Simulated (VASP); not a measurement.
Runs of VASP 6.6.1 on Ta. The structure is that of space group Im-3m (No. 229), or close to it. The cells are those of the table. 

```csv
cell,pressure (GPa),moment (μB)
"a = 2.761 Å, angles 109.5°, 1 atom",(b),0.00
"a = 2.860 Å, angles 109.5°, 1 atom",-3.9,0.00
"a = 2.811 Å, angles 109.5°, 1 atom",(a),0.00
"a = 2.709 Å, angles 109.5°, 1 atom",38.6,0.00
"a = 2.888 Å, angles 109.5°, 1 atom",-9.2,0.00
```

Alike in all rows: task single point; level PBEsol; potentials or basis VASP PAW PBE potentials, release 64 (Ta_pv); spin non-collinear, zero start, SOC; k mesh 22 × 22 × 22; cutoff (eV) 520; smearing gaussian 0.05 eV.

Task: Estimate the missing entries.

Result: (a) 6.9; (b) 20.6.

Caveats: the PAW data sets were made with another functional, which shifts forces and pressure a little; the cell stands under pressure (at least some runs); the cell stands under tension (at least some runs).
